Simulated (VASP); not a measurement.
Set up this calculation in VASP 6.6.1, as the native input.

```yaml
Task: single point
Functional: r2SCAN
Potentials_or_basis: VASP PAW PBE potentials, release 64 (C_h)
Cutoff: 910 eV
k_mesh: 8 × 8 × 8
Occupations: gaussian, width 0.05 eV
Spin: no spin polarisation
Dipole_correction: no
Further_INCAR_settings: ALGO = Normal; EDIFF = 1e-06; NBANDS = 26
```

Crystal: C.

```
C
1.0
    -2.42911    2.42911    2.42911
     2.42911   -2.42911    2.42911
     2.42911    2.42911   -2.42911
C
8
Direct
  0.32546 0.00000 0.00000
  0.67454 0.67454 0.67454
  0.00000 0.32546 0.00000
  0.00000 0.00000 0.32546
  0.00000 0.67454 0.00000
  0.32546 0.32546 0.32546
  0.67454 0.00000 0.00000
  0.00000 0.00000 0.67454
```

These files were run (other wordings do the same):

POSCAR

```
C
1.0
   -2.4291088834      2.4291088834      2.4291088834
    2.4291088834     -2.4291088834      2.4291088834
    2.4291088834      2.4291088834     -2.4291088834
C
8
Direct
    0.3254551632      0.0000000000      0.0000000000
    0.6745448368      0.6745448368      0.6745448368
    0.0000000000      0.3254551632      0.0000000000
    0.0000000000      0.0000000000      0.3254551632
    0.0000000000      0.6745448368      0.0000000000
    0.3254551632      0.3254551632      0.3254551632
    0.6745448368      0.0000000000      0.0000000000
    0.0000000000      0.0000000000      0.6745448368
```

INCAR.step1

```
PREC = Accurate
ENCUT = 910
ISMEAR = 0
SIGMA = 0.05
LREAL = False
LASPH = True
NELM = 120
NBANDS = 26
GGA = PE
ALGO = Normal
EDIFF = 1E-5
LWAVE = True
LCHARG = False
GGA_COMPAT = False
```

INCAR.step2

```
PREC = Accurate
ENCUT = 910
EDIFF = 1E-6
ISMEAR = 0
SIGMA = 0.05
LREAL = False
LASPH = True
NELM = 120
ALGO = Normal
ISIF = 2
LWAVE = False
LCHARG = False
METAGGA = R2SCAN
LMIXTAU = True
NBANDS = 26
ISTART = 1
GGA_COMPAT = False
```

KPOINTS

```
Automatic mesh
0
Gamma
  8 8 8
```

Potentials or basis: VASP PAW PBE potentials, release 64 (C_h).

Command:

```sh
$ cat potpaw_PBE.64/C_h/POTCAR > POTCAR
$ cp INCAR.step1 INCAR
$ mpirun -np 1 vasp_std > vasp.out
$ cp INCAR.step2 INCAR
$ mpirun -np 1 vasp_std > vasp.out
```

Results of the run:

The pressure is -0.5 GPa, the largest force is 0.040 eV/Å and the band gap on the k mesh is 3.19 eV (least direct gap 4.14 eV).

Caveat: the cutoff is under 1.25 times the usual one of these potentials, so pressure, stress and relaxed cells hold a basis-set (Pulay) error; the PAW data sets were made with another functional, which shifts forces and pressure a little.

It took 4.4 min on 1 thread of AMD EPYC 9R45 96-Core Processor (Zen 5), on a shared host, peak memory 0.27 GiB.
